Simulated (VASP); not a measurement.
# Al (Fm-3m) in VASP: notebook

The runs below take Al through single point, with PBE.

All numbers are computed with VASP 6.6.1; they aren't measurements. Logs are shortened: lines on timing, memory, paths and dates and some standing lists are left out, and cuts for length are marked.

## Step 1: The cell of the first run

Symmetry: Fm-3m, No. 225, cubic system. The conventional cell has a = 4.050 Å, b = 4.050 Å, c = 4.050 Å, α = 90.00°, β = 90.00°, γ = 90.00°. Al (site symmetry m-3m) has 12 Al at 2.86 Å within 3.8 Å.

## Step 2: Single point, PBE

INCAR reads:

```
PREC = Accurate ; ENCUT = 520
EDIFF = 1E-6 ; ISMEAR = 0
SIGMA = 0.05 ; LREAL = F
LASPH = T ; NELM = 60
ALGO = Normal ; ISIF = 2
LWAVE = F ; LCHARG = F
GGA = PE ; NBANDS = 8
```

KPOINTS reads:

```
regular mesh
0
Gamma
  18 18 18
```

POSCAR reads:

```
Al
1.0
    0.0000000000      2.0248050000      2.0248050000
    2.0248050000      0.0000000000      2.0248050000
    2.0248050000      2.0248050000      0.0000000000
Al
1
Direct
    0.0000000000      0.0000000000      0.0000000000
```

Potentials or basis: VASP PAW PBE potentials, release 64 (Al).

Launch:

```
$ cat potpaw_PBE.64/Al/POTCAR > POTCAR
$ mpirun -np 1 vasp_std > vasp.out
```

OUTCAR:

```text
PREC = Accurate
   ENCUT = 520
   EDIFF = 1E-6
   ISMEAR = 0
   LREAL = F
   LASPH = T
   NELM = 60
   ISIF = 2
   GGA = PE

 ion  position               nearest neighbor table
   1  0.000  0.000  0.000-

  LATTYP: Found a face centered cubic cell.
 ALAT       =     4.0496100000

  Lattice vectors:

 A1 = (   0.0000000000,   2.0248050000,   2.0248050000)
 A2 = (   2.0248050000,   0.0000000000,   2.0248050000)
 A3 = (   2.0248050000,   2.0248050000,   0.0000000000)

Analysis of symmetry for initial positions (statically):
=====================================================================
 Subroutine PRICEL returns:
 Original cell was already a primitive cell.

 Routine SETGRP: Setting up the symmetry group for a
 face centered cubic supercell.

 Subroutine GETGRP returns: Found 48 space group operations
[... 9 lines left out ...]

 Routine SETGRP: Setting up the symmetry group for a
 face centered cubic supercell.

 Subroutine GETGRP returns: Found 48 space group operations
[... 11 lines left out ...]
                                     Primitive cell

  volume of cell :      16.6027

  direct lattice vectors                    reciprocal lattice vectors
     0.000000000  2.024805000  2.024805000    -0.246937359  0.246937359  0.246937359
     2.024805000  0.000000000  2.024805000     0.246937359 -0.246937359  0.246937359
     2.024805000  2.024805000  0.000000000     0.246937359  0.246937359 -0.246937359

  length of vectors
     2.863506692  2.863506692  2.863506692     0.427708053  0.427708053  0.427708053

  position of ions in fractional coordinates (direct lattice)
     0.000000000  0.000000000  0.000000000

  ion indices of the primitive-cell ions
   primitive index   ion index
                 1           1

----------------------------------------------------------------------------------------

 KPOINTS: regular mesh

Automatic generation of k-mesh.
 Grid dimensions read from file:
 generate k-points for:   18   18   18

 Generating k-lattice:

  Cartesian coordinates                     Fractional coordinates (reciprocal lattice)
    -0.013718742  0.013718742  0.013718742     0.055555556  0.000000000  0.000000000
     0.013718742 -0.013718742  0.013718742     0.000000000  0.055555556  0.000000000
     0.013718742  0.013718742 -0.013718742     0.000000000  0.000000000  0.055555556

  Length of vectors
     0.023761558  0.023761558  0.023761558

  Shift w.r.t. Gamma in fractional coordinates (k-lattice)
     0.000000000  0.000000000  0.000000000

 Subroutine IBZKPT returns following result:
 ===========================================

 Found    195 irreducible k-points:

 Following reciprocal coordinates:
            Coordinates               Weight
  0.000000  0.000000  0.000000      1.000000
  0.055556  0.000000  0.000000      8.000000
  0.111111  0.000000  0.000000      8.000000
  0.166667  0.000000  0.000000      8.000000
  0.222222  0.000000  0.000000      8.000000
  0.277778  0.000000  0.000000      8.000000
[... 16 lines left out ...]
 -0.277778  0.055556  0.000000     24.000000
 -0.222222  0.055556  0.000000     24.000000
 [... further k-points ...]
   k-points           NKPTS =    195   k-points in BZ     NKDIM =    195   number of bands    NBANDS=      8
   number of dos      NEDOS =    301   number of ions     NIONS =      1
   total plane-waves  NPLWV =  13824
   dimension x,y,z NGX =    24 NGY =   24 NGZ =   24
   dimension x,y,z NGXF=    48 NGYF=   48 NGZF=   48
   ions per type =               1
   NGX,Y,Z   is equivalent  to a cutoff of  13.93, 13.93, 13.93 a.u.
   NGXF,Y,Z  is equivalent  to a cutoff of  27.87, 27.87, 27.87 a.u.
 SYSTEM =  unknown system
   PREC   = accura    normal or accurate (medium, high low for compatibility)
   ISTART =      0    job   : 0-new  1-cont  2-samecut
   ICHARG =      2    charge: 1-file 2-atom 10-const
   ISPIN  =      1    spin polarized calculation?
   LNONCOLLINEAR =      F non collinear calculations
   LSORBIT =      F    spin-orbit coupling
   LASPH  =      T    aspherical Exc in radial PAW
   ENCUT  =  520.0 eV  38.22 Ry    6.18 a.u.   5.32  5.32  5.32*2*pi/ulx,y,z
   NELM   =     60;   NELMIN=  2; NELMDL= -5     # of ELM steps
   EDIFF  = 0.1E-05   stopping-criterion for ELM
   LREAL  =      F    real-space projection
   EDIFFG = 0.1E-04   stopping-criterion for IOM
   NSW    =      0    number of steps for IOM
   IBRION =     -1    ionic relax: 0-MD 1-quasi-New 2-CG
   NFREE  =      0    steps in history (QN), initial steepest desc. (CG)
   ISIF   =      2    stress and relaxation
   ISYM   =      2    0-nonsym 1-usesym 2-fastsym
   POTIM  = 0.5000    time-step for ionic-motion
   TEBEG  =    0.0;   TEEND  =   0.0 temperature during run
   PSTRESS=    0.0 pullay stress
   NELECT =       3.0000    total number of electrons
   NUPDOWN=      -1.0000    fix difference up-down
   EMIN   =  10.00;   EMAX   =-10.00  energy-range for DOS
   EFERMI =   0.00;   METHOD = LEGACY
   ISMEAR =     0;   SIGMA  =   0.05  broadening in eV -4-tet -1-fermi 0-gaus
   EFERMI_NEDOS =   21; number of points for ismear=-14 and -15
   IALGO  =     38    algorithm
   IMIX   =      4    mixing-type and parameters
     AMIX     =   0.40;   BMIX     =  1.00
     AMIX_MAG =   1.60;   BMIX_MAG =  1.00
  volume/ion in A,a.u.               =      16.60       112.04
  Fermi-wavevector in a.u.,A,eV,Ry     =   0.925526  1.748991 11.654733  0.856599
  Thomas-Fermi vector in A             =   2.051390
   LORBIT       =      0    0 simple, 1 ext, 2 COOP (PROOUT), +10 PAW based schemes
   GGA     = PE    functional components
   LHFCALC =     F    Hartree Fock is set to
   AEXX    =    0.0000 exact exchange contribution
   IVDW    =     0    specifies the selected vdW correction
   LEPSILON=     F    determine dielectric tensor
   LRPA    =     F    only Hartree local field effects (RPA)
 non-spin polarized calculation
 Gauss-broadening in eV      SIGMA  =   0.05
  energy-cutoff  :      520.00
  volume of cell :       16.60
 maximum number of plane-waves:       459
 NGX is ok and might be reduce to    24
   NGX = 11   NGY = 11   NGZ = 11

 number of electron       3.0000000 magnetization

 Free energy of the ion-electron system (eV)
  ---------------------------------------------------
  ext. energy  EPLUGINS =         0.00000000
  ---------------------------------------------------
  free energy    TOTEN  =        -3.74311441 eV

  energy without entropy =       -3.74205197  energy(sigma->0) =       -3.74258319

 E-fermi :   7.9247     XC(G=0): -10.1740

 val. band max:        7.9229106557   @ k =  -0.2778   0.2778   0.0556
 cond. band min:       7.9329534564   @ k =  -0.2778   0.5000   0.2222
 fundamental gap:      0.0100428007
 Fermi energy:         7.9246543680

 k-point     1 :       0.0000    0.0000    0.0000
  band No.  band energies     occupation
      1      -3.1560      2.00000
      2      20.5205      0.00000
      3      20.5205      0.00000
      4      20.5205      0.00000
      5      21.9657      0.00000
      6      21.9657      0.00000
      7      21.9657      0.00000
      8      24.3564      0.00000

 k-point     2 :       0.0556    0.0000    0.0000
  band No.  band energies     occupation
      1      -3.0724      2.00000
      2      18.9990      0.00000
      3      20.2025      0.00000
      4      20.2025      0.00000
      5      22.4136      0.00000
      6      22.4136      0.00000
      7      22.5512      0.00000
      8      25.2331      0.00000

 k-point     3 :       0.1111    0.0000    0.0000
  band No.  band energies     occupation
      1      -2.8220      2.00000
      2      16.7829      0.00000
      3      19.6872      0.00000
      4      19.6872      0.00000
      5      22.6204      0.00000
      6      23.2872      0.00000
      7      23.2872      0.00000
      8      25.7941      0.00000

 k-point     4 :       0.1667    0.0000    0.0000
  band No.  band energies     occupation
      1      -2.4056      2.00000
      2      14.5536      0.00000
      3      19.2407      0.00000
      4      19.2407      0.00000
      5      22.4613      0.00000
      6      23.8902      0.00000
      7      23.8902      0.00000
      8      25.1527      0.00000

 k-point     5 :       0.2222    0.0000    0.0000
  band No.  band energies     occupation
      1      -1.8247      2.00000
      2      12.4001      0.00000
      3      18.9131      0.00000
      4      18.9131      0.00000
      5      22.2931      0.00000
      6      23.1322      0.00000
      7      23.1322      0.00000
      8      26.0770      0.00000

 k-point     6 :       0.2778    0.0000    0.0000
  band No.  band energies     occupation
      1      -1.0813      2.00000
      2      10.3536      0.00000
      3      18.7178      0.00000
      4      18.7178      0.00000
      5      22.1458      0.00000
      6      22.1458      0.00000
      7      22.1959      0.00000
      8      26.1315      0.00000

 k-point     7 :       0.3333    0.0000    0.0000
  band No.  band energies     occupation
      1      -0.1779      2.00000
      2       8.4292      0.00000
      3      18.6593      0.00000
      4      18.6593      0.00000
      5      21.2451      0.00000
      6      21.2451      0.00000
      7      22.2096      0.00000
      8      25.2007      0.00000
[... 133 lines left out ...]
 k-point    20 :      -0.4444    0.0556    0.0000
  band No.  band energies     occupation
      1       2.6046      2.00000
      2       4.5337      2.00000
      3      17.4015      0.00000
      4      18.5519      0.00000
      5      19.9887      0.00000
      6      20.2887      0.00000
      7      23.3854      0.00000
      8      24.3632      0.00000

 k-point    21 :      -0.3889    0.0556    0.0000
  band No.  band energies     occupation
      1       1.3425      2.00000
      2       6.1379      2.00000
      3      17.1297      0.00000
      4      19.1444      0.00000
      5      20.0262      0.00000
      6      20.6001      0.00000
      7      23.0578      0.00000
      8      24.9975      0.00000

 k-point    22 :      -0.3333    0.0556    0.0000
  band No.  band energies     occupation
      1       0.2310      2.00000
      2       7.8832      1.75904
      3      17.0026      0.00000
      4      19.7830      0.00000
      5      19.9959      0.00000
      6      21.3457      0.00000
      7      22.8685      0.00000
      8      25.7440      0.00000

 k-point    23 :      -0.2778    0.0556    0.0000
  band No.  band energies     occupation
      1      -0.7247      2.00000
      2       9.7614      0.00000
      3      17.0200      0.00000
      4      19.8766      0.00000
      5      20.7814      0.00000
      6      22.2076      0.00000
      7      22.8199      0.00000
      8      26.5311      0.00000

 k-point    24 :      -0.2222    0.0556    0.0000
  band No.  band energies     occupation
      1      -1.5214      2.00000
      2      11.7626      0.00000
      3      17.1815      0.00000
      4      20.0219      0.00000
      5      21.7627      0.00000
      6      22.8073      0.00000
      7      23.2520      0.00000
      8      25.4493      0.00000

 [... further k-points ...]
[... 5 lines left out ...]
  --------------------------------------------------------------------------------------
  -------------------------------------------------------------------------------------
  Total       -0.0462946     -0.0462946     -0.0462946      0.0000000      0.0000000     -0.0000000
  in kB       -4.4674665     -4.4674665     -4.4674665      0.0000000      0.0000000     -0.0000000
  external PRESSURE =      -4.4674665 kB  Pullay stress =       0.0000000 kB

 VOLUME and BASIS-vectors are now :
 -----------------------------------------------------------------------------
  energy-cutoff  :      520.00
  volume of cell :       16.60
      direct lattice vectors                 reciprocal lattice vectors
     0.000000000  2.024805000  2.024805000    -0.246937359  0.246937359  0.246937359
     2.024805000  0.000000000  2.024805000     0.246937359 -0.246937359  0.246937359
     2.024805000  2.024805000  0.000000000     0.246937359  0.246937359 -0.246937359

 POSITION                                       TOTAL-FORCE (eV/Angst)
 -----------------------------------------------------------------------------------
      0.00000      0.00000      0.00000         0.000000      0.000000      0.000000
 -----------------------------------------------------------------------------------
    total drift:                                0.000000     -0.000000      0.000000

  FREE ENERGIE OF THE ION-ELECTRON SYSTEM (eV)
  ---------------------------------------------------
  free  energy   TOTEN  =        -3.7431144073 eV

  energy  without entropy=       -3.7420519749  energy(sigma->0) =       -3.74258319
```

Run time: 21 s. Hardware: 1 thread of AMD EPYC 7R13, shared host; peak memory 0.14 GiB.

What came out:

```
Free energy : -3.7431 eV
Pressure    : -0.4 GPa
```

Levels at points of the mesh, in eV from the Fermi level:
```
           k point  band 1  band 2  band 3  band 4  band 5  band 6
(0.00, 0.00, 0.00)  -11.08   12.60   12.60   12.60   14.04   14.04
(0.50, 0.00, 0.00)   -4.56   -4.36   11.36   11.36   11.44   11.44
(0.50, 0.50, 0.00)   -2.90   -1.59    5.27    5.58    5.58    9.02
```

## Step 3: Single point, PBE

This run uses another cell than the first one, of 16.54 Å³/atom, 0.996 times its volume.

INCAR reads:

```
SYSTEM = Al
  PREC = Accurate
  ENCUT = 520
  EDIFF = 1E-6
  ISMEAR = 0
  SIGMA = 0.05
  LREAL = .False.
  LASPH = .True.
  NELM = 100
  ALGO = Fast
  ISIF = 2
  LWAVE = .False.
  LCHARG = .False.
  GGA = PE
  NBANDS = 8
```

KPOINTS reads:

```
regular mesh
0
Gamma
  18 18 18
  0 0 0
```

POSCAR reads:

```
Al
1.0
    0.0000000000      2.0221016523      2.0221016523
    2.0221016523      0.0000000000      2.0221016523
    2.0221016523      2.0221016523      0.0000000000
Al
1
Direct
    0.0000000000      0.0000000000      0.0000000000
```

Potentials or basis: VASP PAW PBE potentials, release 64 (Al).

Launch:

```
$ cat potpaw_PBE.64/Al/POTCAR > POTCAR
$ mpirun -np 1 vasp_std > vasp.out
```

Wall time 23 s (1 thread of AMD EPYC 7R13, shared host); peak memory 0.14 GiB.

Results (log left out):

```
Free energy : -3.7432 eV
Pressure    : -0.2 GPa
```

Levels at points of the mesh, in eV from the Fermi level:
| k point | band 1 | band 2 | band 3 | band 4 | band 5 |
| --- | --- | --- | --- | --- | --- |
| (0.00, 0.00, 0.00) | -11.11 | 12.62 | 12.62 | 12.62 | 14.09 |
| (0.50, 0.00, 0.00) | -4.57 | -4.37 | 11.40 | 11.40 | 11.46 |
| (0.50, 0.50, 0.00) | -2.91 | -1.59 | 5.27 | 5.60 | 5.60 |

## Step 4: Single point, PBE

This run uses another cell than the first one, of 16.51 Å³/atom, 0.994 times its volume.

INCAR reads:

```
SYSTEM = Al
  PREC = Accurate
  ENCUT = 520
  EDIFF = 1E-6
  ISMEAR = 0
  SIGMA = 0.05
  LREAL = .FALSE.
  LASPH = .TRUE.
  NELM = 100
  ALGO = Fast
  ISIF = 2
  LWAVE = .FALSE.
  LCHARG = .FALSE.
  GGA = PE
  NBANDS = 8
```

KPOINTS reads:

```
Automatic mesh
0
G
  18 18 18
  0 0 0
```

POSCAR reads:

```
Al
1.0
    0.0000000000      2.0210619710      2.0210619710
    2.0210619710      0.0000000000      2.0210619710
    2.0210619710      2.0210619710      0.0000000000
Al
1
Direct
    0.0000000000      0.0000000000      0.0000000000
```

Launch:

```
$ cat potpaw_PBE.64/Al/POTCAR > POTCAR
$ mpirun -np 1 vasp_std > vasp.out
```

It took 24 s on 1 thread of AMD EPYC 7R13, shared host; peak memory 0.14 GiB.

The run converged. Its results:

```yaml
Free_energy: -3.7433 eV
Pressure: 0.0 GPa
```

Levels at points of the mesh, in eV from the Fermi level:
```tsv
k point	band 1	band 2	band 3	band 4	band 5
(0.00, 0.00, 0.00)	-11.12	12.63	12.63	12.63	14.11
(0.50, 0.00, 0.00)	-4.58	-4.37	11.41	11.41	11.47
(0.50, 0.50, 0.00)	-2.91	-1.59	5.27	5.60	5.60
```

## Step 5: Overview

| cell | gap on the mesh (eV) | pressure (GPa) |
| --- | --- | --- |
| a = 2.864 Å, angles 60.0°, 1 atom | none | -0.4 |
| a = 2.860 Å, angles 60.0°, 1 atom | none | -0.2 |
| a = 2.858 Å, angles 60.0°, 1 atom | none | 0.0 |

Alike in all rows: task single point; level PBE; potentials or basis VASP PAW PBE potentials, release 64 (Al); no spin polarisation; k mesh 18 × 18 × 18; cutoff (eV) 520; smearing gaussian 0.05 eV.

Absolute energies hang on the potentials; compare differences alone.
